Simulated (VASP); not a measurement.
Input of a VASP 6.6.1 run:

Contents of INCAR:

```
ALGO = Normal ; EDIFF = 1E-7
ENCUT = 520 ; GGA = PE
ISIF = 2 ; ISMEAR = 0
LASPH = T ; LCHARG = F
LREAL = F ; LWAVE = F
NBANDS = 16 ; NELM = 100
PREC = Accurate ; SIGMA = 0.15
```

The input KPOINTS:

```
k-points
0
Gamma
  18 18 10
```

The input POSCAR:

```
Ir
1.0
    2.6654000000      0.0000000000      0.0000000000
   -1.3327000000      2.3083041113      0.0000000000
    0.0000000000      0.0000000000      4.3342000000
Ir
2
Direct
    0.6666666667      0.3333333333      0.7500000000
    0.3333333333      0.6666666667      0.2500000000
```

Potentials or basis: VASP PAW PBE potentials, release 64 (Ir).

The run is started by

```console
$ cat potpaw_PBE.64/Ir/POTCAR > POTCAR
$ mpirun -np 1 vasp_std > vasp.out
```

(1) What does it give for the band gap on the k mesh?

(2) Predict the pressure.

## Answers

(1) zero (band 9 reaches 12.71 eV, above the bottom of band 10 at 9.01 eV).

(2) 39.1 GPa.

Caveat: spin-orbit coupling is left out, which moves the levels of the heavy elements.
